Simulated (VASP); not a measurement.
# CdO (Fm-3m) in VASP: a series of runs

Runs on CdO. Level: PBE. Tasks: single point.

All numbers are computed with VASP 6.6.1; they aren't measurements. Logs are shortened: lines on timing, memory, paths and dates and some standing lists are left out, and cuts for length are marked.

### 1 The cell of the first run

The structure is cubic, space group Fm-3m (No. 225). The conventional cell has a = 4.596 Å, b = 4.596 Å, c = 4.596 Å, α = 90.00°, β = 90.00°, γ = 90.00°. Within 3.0 Å of Cd (site symmetry m-3m) lie 6 O at 2.30 Å. O (site symmetry m-3m) has 6 Cd at 2.30 Å within 3.0 Å.

### 2 Single point, PBE

The input, INCAR:

```
PREC = Accurate
ENCUT = 600
EDIFF = 1E-6
ISMEAR = 0
SIGMA = 0.1
LREAL = F
LASPH = T
NELM = 120
ALGO = Normal
ISIF = 2
LWAVE = F
LCHARG = T
GGA = PE
LELF = T
LVHAR = T
NBANDS = 16
GGA_COMPAT = F
```

The input, KPOINTS:

```
Automatic mesh
0
Gamma
  16 16 16
```

The input, POSCAR:

```
CdO
1.0
    0.0000000000      2.2979297605      2.2979297605
    2.2979297605      0.0000000000      2.2979297605
    2.2979297605      2.2979297605      0.0000000000
Cd O
1 1
Direct
    0.0000000000      0.0000000000      0.0000000000
    0.5000000000      0.5000000000      0.5000000000
```

Potentials or basis: VASP PAW PBE potentials, release 64 (Cd, O).

Launch:

```bash
$ cat potpaw_PBE.64/Cd/POTCAR potpaw_PBE.64/O/POTCAR > POTCAR
$ mpirun -np 1 vasp_std > vasp.out
```

OUTCAR:

```text
PREC = Accurate
   ENCUT = 600
   EDIFF = 1E-6
   ISMEAR = 0
   LREAL = F
   LASPH = T
   NELM = 120
   ISIF = 2
   GGA = PE

 ion  position               nearest neighbor table
   1  0.000  0.000  0.000-   2 2.30   2 2.30   2 2.30   2 2.30   2 2.30   2 2.30
   2  0.500  0.500  0.500-   1 2.30   1 2.30   1 2.30   1 2.30   1 2.30   1 2.30

  LATTYP: Found a face centered cubic cell.
 ALAT       =     4.5958595210

  Lattice vectors:

 A1 = (   0.0000000000,   2.2979297605,   2.2979297605)
 A2 = (   2.2979297605,   0.0000000000,   2.2979297605)
 A3 = (   2.2979297605,   2.2979297605,   0.0000000000)

Analysis of symmetry for initial positions (statically):
=====================================================================
 Subroutine PRICEL returns:
 Original cell was already a primitive cell.

 Routine SETGRP: Setting up the symmetry group for a
 face centered cubic supercell.

 Subroutine GETGRP returns: Found 48 space group operations
 (whereof 48 operations were pure point group operations)
 out of a pool of 48 trial point group operations.

The static configuration has the point symmetry O_h .

Analysis of symmetry for dynamics (positions and initial velocities):
=====================================================================
 Subroutine PRICEL returns:
 Original cell was already a primitive cell.

 Routine SETGRP: Setting up the symmetry group for a
 face centered cubic supercell.

 Subroutine GETGRP returns: Found 48 space group operations
 (whereof 48 operations were pure point group operations)
 out of a pool of 48 trial point group operations.

The dynamic configuration has the point symmetry O_h .

 Subroutine INISYM returns: Found 48 space group operations
 (whereof 48 operations are pure point group operations),
 and found     1 'primitive' translations

----------------------------------------------------------------------------------------

                                     Primitive cell

  volume of cell :      24.2683

  direct lattice vectors                    reciprocal lattice vectors
     0.000000000  2.297929761  2.297929761    -0.217587155  0.217587155  0.217587155
     2.297929761  0.000000000  2.297929761     0.217587155 -0.217587155  0.217587155
     2.297929761  2.297929761  0.000000000     0.217587155  0.217587155 -0.217587155

  length of vectors
     3.249763433  3.249763433  3.249763433     0.376872008  0.376872008  0.376872008

  position of ions in fractional coordinates (direct lattice)
     0.000000000  0.000000000  0.000000000
     0.500000000  0.500000000  0.500000000

  ion indices of the primitive-cell ions
   primitive index   ion index
                 1           1
                 2           2

----------------------------------------------------------------------------------------

 KPOINTS: Automatic mesh

Automatic generation of k-mesh.
 Grid dimensions read from file:
 generate k-points for:   16   16   16

 Generating k-lattice:

  Cartesian coordinates                     Fractional coordinates (reciprocal lattice)
    -0.013599197  0.013599197  0.013599197     0.062500000  0.000000000  0.000000000
     0.013599197 -0.013599197  0.013599197     0.000000000  0.062500000  0.000000000
     0.013599197  0.013599197 -0.013599197     0.000000000  0.000000000  0.062500000

  Length of vectors
     0.023554501  0.023554501  0.023554501

  Shift w.r.t. Gamma in fractional coordinates (k-lattice)
     0.000000000  0.000000000  0.000000000

 Subroutine IBZKPT returns following result:
 ===========================================

 Found    145 irreducible k-points:

 Following reciprocal coordinates:
            Coordinates               Weight
  0.000000  0.000000  0.000000      1.000000
  0.062500  0.000000  0.000000      8.000000
  0.125000  0.000000  0.000000      8.000000
  0.187500  0.000000  0.000000      8.000000
  0.250000  0.000000  0.000000      8.000000
  0.312500  0.000000  0.000000      8.000000
[... 16 lines left out ...]
 -0.125000  0.062500  0.000000     24.000000
 -0.062500  0.062500  0.000000     12.000000
 [... further k-points ...]
   k-points           NKPTS =    145   k-points in BZ     NKDIM =    145   number of bands    NBANDS=     16
   number of dos      NEDOS =    301   number of ions     NIONS =      2
   total plane-waves  NPLWV =  21952
   dimension x,y,z NGX =    28 NGY =   28 NGZ =   28
   dimension x,y,z NGXF=    56 NGYF=   56 NGZF=   56
   ions per type =               1   1
   NGX,Y,Z   is equivalent  to a cutoff of  14.32, 14.32, 14.32 a.u.
   NGXF,Y,Z  is equivalent  to a cutoff of  28.65, 28.65, 28.65 a.u.
 SYSTEM =  unknown system
   PREC   = accura    normal or accurate (medium, high low for compatibility)
   ISTART =      0    job   : 0-new  1-cont  2-samecut
   ICHARG =      2    charge: 1-file 2-atom 10-const
   ISPIN  =      1    spin polarized calculation?
   LNONCOLLINEAR =      F non collinear calculations
   LSORBIT =      F    spin-orbit coupling
   LASPH  =      T    aspherical Exc in radial PAW
   ENCUT  =  600.0 eV  44.10 Ry    6.64 a.u.   6.49  6.49  6.49*2*pi/ulx,y,z
   NELM   =    120;   NELMIN=  2; NELMDL= -5     # of ELM steps
   EDIFF  = 0.1E-05   stopping-criterion for ELM
   LREAL  =      F    real-space projection
   EDIFFG = 0.1E-04   stopping-criterion for IOM
   NSW    =      0    number of steps for IOM
   IBRION =     -1    ionic relax: 0-MD 1-quasi-New 2-CG
   NFREE  =      0    steps in history (QN), initial steepest desc. (CG)
   ISIF   =      2    stress and relaxation
   ISYM   =      2    0-nonsym 1-usesym 2-fastsym
   POTIM  = 0.5000    time-step for ionic-motion
   TEBEG  =    0.0;   TEEND  =   0.0 temperature during run
   PSTRESS=    0.0 pullay stress
   NELECT =      18.0000    total number of electrons
   NUPDOWN=      -1.0000    fix difference up-down
   EMIN   =  10.00;   EMAX   =-10.00  energy-range for DOS
   EFERMI =   0.00;   METHOD = LEGACY
   ISMEAR =     0;   SIGMA  =   0.10  broadening in eV -4-tet -1-fermi 0-gaus
   EFERMI_NEDOS =   21; number of points for ismear=-14 and -15
   IALGO  =     38    algorithm
   IMIX   =      4    mixing-type and parameters
     AMIX     =   0.40;   BMIX     =  1.00
     AMIX_MAG =   1.60;   BMIX_MAG =  1.00
  volume/ion in A,a.u.               =      12.13        81.89
  Fermi-wavevector in a.u.,A,eV,Ry     =   1.481900  2.800385 29.878772  2.196028
  Thomas-Fermi vector in A             =   2.595753
   LORBIT       =      0    0 simple, 1 ext, 2 COOP (PROOUT), +10 PAW based schemes
   GGA     = PE    functional components
   LHFCALC =     F    Hartree Fock is set to
   AEXX    =    0.0000 exact exchange contribution
   IVDW    =     0    specifies the selected vdW correction
   LEPSILON=     F    determine dielectric tensor
   LRPA    =     F    only Hartree local field effects (RPA)
 non-spin polarized calculation
 Gauss-broadening in eV      SIGMA  =   0.10
  energy-cutoff  :      600.00
  volume of cell :       24.27
 maximum number of plane-waves:       869
 NGX is ok and might be reduce to    28
   NGX = 13   NGY = 13   NGZ = 13

 number of electron      18.0000002 magnetization

 Free energy of the ion-electron system (eV)
  ---------------------------------------------------
  ext. energy  EPLUGINS =         0.00000000
  ---------------------------------------------------
  free energy    TOTEN  =        -7.55610769 eV

  energy without entropy =       -7.55588676  energy(sigma->0) =       -7.55599722

 E-fermi :   2.8202     XC(G=0): -12.0792

 val. band max:        2.7091349640   @ k =   0.5000   0.0000   0.0000
 cond. band min:       2.9023276736   @ k =   0.0625   0.0000   0.0000
 fundamental gap:      0.1931927097
 Fermi energy:         2.8202499597

 k-point     1 :       0.0000    0.0000    0.0000
  band No.  band energies     occupation
      1     -15.1928      2.00000
      2      -4.1510      2.00000
      3      -4.1510      2.00000
      4      -4.1510      2.00000
      5      -3.7973      2.00000
      6      -3.7973      2.00000
[... 8 lines left out ...]
     15      21.8650      0.00000
     16      21.8650      0.00000

 k-point     2 :       0.0625    0.0000    0.0000
  band No.  band energies     occupation
      1     -15.1609      2.00000
      2      -4.1709      2.00000
      3      -4.1405      2.00000
      4      -4.1405      2.00000
      5      -3.8362      2.00000
      6      -3.8362      2.00000
[... 8 lines left out ...]
     15      21.8677      0.00000
     16      21.8677      0.00000

 k-point     3 :       0.1250    0.0000    0.0000
  band No.  band energies     occupation
      1     -15.0690      2.00000
      2      -4.2384      2.00000
      3      -4.1433      2.00000
      4      -4.1433      2.00000
      5      -3.9075      2.00000
      6      -3.9075      2.00000
[... 8 lines left out ...]
     15      22.0114      0.00000
     16      22.0114      0.00000

 k-point     4 :       0.1875    0.0000    0.0000
  band No.  band energies     occupation
      1     -14.9272      2.00000
      2      -4.3725      2.00000
      3      -4.2579      2.00000
      4      -4.2579      2.00000
      5      -3.8873      2.00000
      6      -3.8873      2.00000
[... 8 lines left out ...]
     15      22.3588      0.00000
     16      22.3588      0.00000

 k-point     5 :       0.2500    0.0000    0.0000
  band No.  band energies     occupation
      1     -14.7530      2.00000
      2      -4.5853      2.00000
      3      -4.4405      2.00000
      4      -4.4405      2.00000
      5      -3.7951      2.00000
      6      -3.7951      2.00000
[... 8 lines left out ...]
     15      22.8819      0.00000
     16      22.8819      0.00000

 k-point     6 :       0.3125    0.0000    0.0000
  band No.  band energies     occupation
      1     -14.5700      2.00000
      2      -4.8546      2.00000
      3      -4.6198      2.00000
      4      -4.6198      2.00000
      5      -3.6875      2.00000
      6      -3.6875      2.00000
[... 8 lines left out ...]
     15      23.5524      0.00000
     16      23.5524      0.00000

 k-point     7 :       0.3750    0.0000    0.0000
  band No.  band energies     occupation
      1     -14.4071      2.00000
      2      -5.1203      2.00000
      3      -4.7644      2.00000
      4      -4.7644      2.00000
      5      -3.5914      2.00000
      6      -3.5914      2.00000
[... 8 lines left out ...]
     15      24.3329      0.00000
     16      24.3329      0.00000

 k-point     8 :       0.4375    0.0000    0.0000
  band No.  band energies     occupation
      1     -14.2937      2.00000
      2      -5.3136      2.00000
      3      -4.8569      2.00000
      4      -4.8569      2.00000
      5      -3.5254      2.00000
      6      -3.5254      2.00000
[... 8 lines left out ...]
     15      24.9455      0.00000
     16      25.1314      0.00000

 k-point     9 :       0.5000    0.0000    0.0000
  band No.  band energies     occupation
      1     -14.2529      2.00000
      2      -5.3839      2.00000
      3      -4.8887      2.00000
      4      -4.8887      2.00000
      5      -3.5019      2.00000
      6      -3.5019      2.00000
[... 8 lines left out ...]
     15      24.6322      0.00000
     16      25.5803      0.00000
[... 172 lines left out ...]
 k-point    19 :      -0.3750    0.0625    0.0000
  band No.  band energies     occupation
      1     -14.3613      2.00000
      2      -5.1714      2.00000
      3      -4.8138      2.00000
      4      -4.7325      2.00000
      5      -3.6042      2.00000
      6      -3.5288      2.00000
[... 8 lines left out ...]
     15      23.8051      0.00000
     16      24.5097      0.00000

 k-point    20 :      -0.3125    0.0625    0.0000
  band No.  band energies     occupation
      1     -14.5049      2.00000
      2      -4.9457      2.00000
      3      -4.7057      2.00000
      4      -4.5959      2.00000
      5      -3.7088      2.00000
      6      -3.5915      2.00000
[... 8 lines left out ...]
     15      22.9070      0.00000
     16      24.4560      0.00000

 k-point    21 :      -0.2500    0.0625    0.0000
  band No.  band energies     occupation
      1     -14.6780      2.00000
      2      -4.6851      2.00000
      3      -4.5485      2.00000
      4      -4.4418      2.00000
      5      -3.8270      2.00000
      6      -3.6752      2.00000
[... 8 lines left out ...]
     15      22.1117      0.00000
     16      24.0131      0.00000

 k-point    22 :      -0.1875    0.0625    0.0000
  band No.  band energies     occupation
      1     -14.8523      2.00000
      2      -4.4436      2.00000
      3      -4.3585      2.00000
      4      -4.3034      2.00000
      5      -3.9407      2.00000
      6      -3.7582      2.00000
[... 8 lines left out ...]
     15      21.4344      0.00000
     16      23.5422      0.00000

 k-point    23 :      -0.1250    0.0625    0.0000
  band No.  band energies     occupation
      1     -15.0025      2.00000
      2      -4.2740      2.00000
      3      -4.2008      2.00000
      4      -4.1650      2.00000
      5      -4.0283      2.00000
      6      -3.8122      2.00000
[... 8 lines left out ...]
     15      20.8706      0.00000
     16      23.1152      0.00000

 k-point    24 :      -0.0625    0.0625    0.0000
  band No.  band energies     occupation
      1     -15.1096      2.00000
      2      -4.1976      2.00000
      3      -4.1477      2.00000
      4      -4.1167      2.00000
      5      -3.9598      2.00000
      6      -3.8211      2.00000
[... 8 lines left out ...]
     15      20.6319      0.00000
     16      22.6720      0.00000

 [... further k-points ...]

------------------------ aborting loop because EDIFF is reached ----------------------------------------

  FORCE on cell =-STRESS in cart. coord.  units (eV):
  Direction    XX          YY          ZZ          XY          YZ          ZX
  --------------------------------------------------------------------------------------
  -------------------------------------------------------------------------------------
  Total        3.0020469      3.0020469      3.0020469     -0.0000000     -0.0000000      0.0000000
  in kB      198.1927686    198.1927686    198.1927686     -0.0000000     -0.0000000      0.0000000
  external PRESSURE =     198.1927686 kB  Pullay stress =       0.0000000 kB

 VOLUME and BASIS-vectors are now :
 -----------------------------------------------------------------------------
  energy-cutoff  :      600.00
  volume of cell :       24.27
      direct lattice vectors                 reciprocal lattice vectors
     0.000000000  2.297929761  2.297929761    -0.217587155  0.217587155  0.217587155
     2.297929761  0.000000000  2.297929761     0.217587155 -0.217587155  0.217587155
     2.297929761  2.297929761  0.000000000     0.217587155  0.217587155 -0.217587155

 POSITION                                       TOTAL-FORCE (eV/Angst)
 -----------------------------------------------------------------------------------
      0.00000      0.00000      0.00000        -0.000000      0.000000     -0.000000
      2.29793      2.29793      2.29793         0.000000     -0.000000      0.000000
 -----------------------------------------------------------------------------------
    total drift:                                0.000000      0.000000      0.000000

  FREE ENERGIE OF THE ION-ELECTRON SYSTEM (eV)
  ---------------------------------------------------
  free  energy   TOTEN  =        -7.5561076866 eV

  energy  without entropy=       -7.5558867608  energy(sigma->0) =       -7.55599722
```

Wall time 2.6 min (1 thread of AMD EPYC 7R13, shared host); peak memory 0.18 GiB.

What came out:

- Free energy: -7.5561 eV
- Pressure: 19.8 GPa
- Band gap on the k mesh: zero (bands 9 and 10 overlap by 0.30 eV)

Levels at points of the mesh, in eV from the Fermi level:
```
           k point  band 5  band 6  band 7  band 8  band 9  band 10  band 11  band 12  band 13  band 14
(0.00, 0.00, 0.00)   -6.62   -6.62   -1.72   -1.72   -1.72    -0.41    14.95    17.39    17.39    17.39
(0.50, 0.00, 0.00)   -6.32   -6.32   -4.08   -0.11   -0.11     4.35     7.68    12.18    12.18    18.35
(0.50, 0.50, 0.00)   -6.16   -5.75   -4.95   -2.77   -2.77     4.06     8.72    11.35    13.83    13.83
```

Caveat: the cell stands under pressure; semilocal functionals underestimate gaps, so a narrow gap can read as zero.

### 3 Single point, PBE

The input, INCAR:

```
SYSTEM = CdO
ALGO     = Normal         ! electronic algorithm
EDIFF    = 1E-6           ! SCF threshold, eV
ENCUT    = 600            ! plane-wave cutoff, eV
GGA      = PE             ! functional
GGA_COMPAT= .False.      
ISIF     = 2              ! what is computed and relaxed
ISMEAR   = 0              ! smearing method
LASPH    = .True.         ! aspherical terms in the spheres
LCHARG   = .False.        ! write CHGCAR
LREAL    = .False.        ! projectors in reciprocal space
LWAVE    = .False.        ! write WAVECAR
NBANDS   = 16             ! bands
NELM     = 120            ! most SCF steps
PREC     = Accurate       ! precision mode
SIGMA    = 0.1            ! smearing width, eV
```

The input, KPOINTS:

```
k-points
0
Gamma
  16 16 16
  0 0 0
```

POSCAR is that of step 2.

Potentials or basis: VASP PAW PBE potentials, release 64 (Cd, O).

Launch:

```bash
$ cat potpaw_PBE.64/Cd/POTCAR potpaw_PBE.64/O/POTCAR > POTCAR
$ mpirun -np 1 vasp_std > vasp.out
```

OUTCAR:

```text
SYSTEM = CdO
   EDIFF = 1E-6
   ENCUT = 600
   GGA = PE
   ISIF = 2
   ISMEAR = 0
   LASPH = .True.
   LREAL = .False.
   NELM = 120
   PREC = Accurate

 ion  position               nearest neighbor table
   1  0.000  0.000  0.000-   2 2.30   2 2.30   2 2.30   2 2.30   2 2.30   2 2.30
   2  0.500  0.500  0.500-   1 2.30   1 2.30   1 2.30   1 2.30   1 2.30   1 2.30

  LATTYP: Found a face centered cubic cell.
 ALAT       =     4.5958595210

  Lattice vectors:

[... 645 lines left out ...]

  FORCE on cell =-STRESS in cart. coord.  units (eV):
  Direction    XX          YY          ZZ          XY          YZ          ZX
  --------------------------------------------------------------------------------------
  -------------------------------------------------------------------------------------
  Total        3.0020469      3.0020469      3.0020469     -0.0000000     -0.0000000      0.0000000
  in kB      198.1927686    198.1927686    198.1927686     -0.0000000     -0.0000000      0.0000000
  external PRESSURE =     198.1927686 kB  Pullay stress =       0.0000000 kB

 VOLUME and BASIS-vectors are now :
 -----------------------------------------------------------------------------
  energy-cutoff  :      600.00
  volume of cell :       24.27
      direct lattice vectors                 reciprocal lattice vectors
     0.000000000  2.297929761  2.297929761    -0.217587155  0.217587155  0.217587155
     2.297929761  0.000000000  2.297929761     0.217587155 -0.217587155  0.217587155
     2.297929761  2.297929761  0.000000000     0.217587155  0.217587155 -0.217587155

 POSITION                                       TOTAL-FORCE (eV/Angst)
 -----------------------------------------------------------------------------------
      0.00000      0.00000      0.00000        -0.000000      0.000000     -0.000000
      2.29793      2.29793      2.29793         0.000000     -0.000000      0.000000
 -----------------------------------------------------------------------------------
    total drift:                                0.000000      0.000000      0.000000

  FREE ENERGIE OF THE ION-ELECTRON SYSTEM (eV)
  ---------------------------------------------------
  free  energy   TOTEN  =        -7.5561076866 eV

  energy  without entropy=       -7.5558867608  energy(sigma->0) =       -7.55599722
```

It took 2.5 min on 1 thread of AMD EPYC 7R13, shared host; peak memory 0.18 GiB.

What came out:

```
Free energy            : -7.5561 eV
Pressure               : 19.8 GPa
Band gap on the k mesh : zero (bands 9 and 10 overlap by 0.30 eV)
```

Caveat: the cell stands under pressure; semilocal functionals underestimate gaps, so a narrow gap can read as zero.

[end of part 1 of 2]
